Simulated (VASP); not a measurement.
The system is MnS.

```
Mn S
1.0
     0.00000    2.60450    2.60450
     2.60450    0.00000    2.60450
     2.60450    2.60450    0.00000
Mn S
1 1
Direct
  0.00000 0.00000 0.00000
  0.50000 0.50000 0.50000
```

```yaml
Program: VASP 6.6.1
Task: relaxation of cell and atoms
Functional: LDA
Potentials_or_basis: VASP PAW LDA potentials, release 64 (Mn_pv, S)
Cutoff: 600 eV
k_mesh: 9 × 9 × 9
Occupations: fermi-dirac, width 0.05 eV
Spin: collinear spin, ferromagnetic start
Starting_moments: "[4.0, 0.0] μB"
Hubbard_terms: Mn d U = 5.0 eV
```

At the start: pressure -2.1 GPa; volume 17.67 Å³/atom.

How do energy, volume and symmetry change on relaxing?

Over 3 steps the energy falls by 2.7 meV/atom and the volume is 17.26 Å³/atom (-2.3 %); space group Fm-3m (No. 225, to 0.05 Å); moment 5.00 μB per cell.

The path:
```tsv
step	energy change (eV)	largest force (eV/Å)	pressure (GPa)	volume (Å³)
1	0.0000	0.0000	-2.12	35.33
2	-0.0042	0.0000	0.90	34.15
3	-0.0053	0.0000	0.01	34.53
```

Final structure:
```cif
data_structure
_symmetry_space_group_name_H-M 'P 1'
_symmetry_Int_Tables_number 1
_cell_length_a 3.6551
_cell_length_b 3.6551
_cell_length_c 3.6551
_cell_angle_alpha 60.000
_cell_angle_beta 60.000
_cell_angle_gamma 60.000
_cell_volume 34.53
loop_
_atom_site_label
_atom_site_type_symbol
_atom_site_fract_x
_atom_site_fract_y
_atom_site_fract_z
_atom_site_occupancy
Mn1 Mn 0.00000 0.00000 0.00000 1
S1 S 0.50000 0.50000 0.50000 1
```

Caveat: a cell with one magnetic atom can't hold antiferromagnetic order, which such compounds often take.
